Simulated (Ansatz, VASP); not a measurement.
# RbCl: VASP beside Ansatz

The input INCAR:

```
PREC = Accurate ; ENCUT = 500
EDIFF = 1E-6 ; ISMEAR = 0
SIGMA = 0.05 ; LREAL = False
LASPH = True ; NELM = 120
ALGO = Normal ; ISIF = 2
LWAVE = False ; LCHARG = False
NBANDS = 15 ; GGA_COMPAT = False
```

Contents of KPOINTS:

```
regular mesh
0
Gamma
  6 6 6
```

POSCAR

```
RbCl
1.0
    0.0000000000      3.2412600000      3.2412600000
    3.2740000000     -0.0327400000      3.2740000000
    3.2740000000      3.2740000000     -0.0327400000
Rb Cl
1 1
Direct
    0.0000000000      0.0000000000      0.0000000000
    0.5000000000      0.5000000000      0.5000000000
```

Input for Ansatz:

```yaml
crystal:
  lattice:
    - [0.0, 3.24126, 3.24126]
    - [3.274, -0.03274, 3.274]
    - [3.274, 3.274, -0.03274]
  atoms:
    - { symbol: Rb, position: [0.0, 0.0, 0.0] }
    - { symbol: Cl, position: [0.5, 0.5, 0.5] }
basis:
  ecutwfc: 420
kpoints:
  mp_grid: { grid: [6, 6, 6] }
hamiltonian:
  xc: lda
scf:
  occupations: { method: gaussian, width: 0.05 }
output:
  forces: true
  stress: true
  eigenvalues: true
```

Change from the starting cell: strain -0.0200 x Voigt [0, 0, 0, 1, 0, 0], atoms carried along.

Alike in both runs: task single point; functional LDA; k mesh 6 × 6 × 6; occupations gaussian, width 0.05 eV; no spin polarisation.

```csv
,VASP,Ansatz
version,VASP 6.6.1,Ansatz 0.2.0
potentials or method,"VASP PAW LDA potentials, release 64 (Rb_sv, Cl), cutoff 500 eV","scalar-relativistic, plane waves, PAW"
valence electrons in the cell,16,16
```

|  | VASP | Ansatz | Ansatz less VASP |
| --- | --- | --- | --- |
| gap on the k mesh at the Fermi level (eV) | 4.59 | 4.58 | -0.007 |
| least direct gap on the mesh (eV) | 4.59 | 4.58 | -0.007 |
| pressure (GPa) | -1.4 | -1.4 | -0.01 |
| traceless stress, the component that is largest in VASP (GPa) | 0.12 | 0.12 | +0.001 |

LDA's correlation is that of Perdew and Zunger in VASP and of Perdew and Wang (1992) in Ansatz.
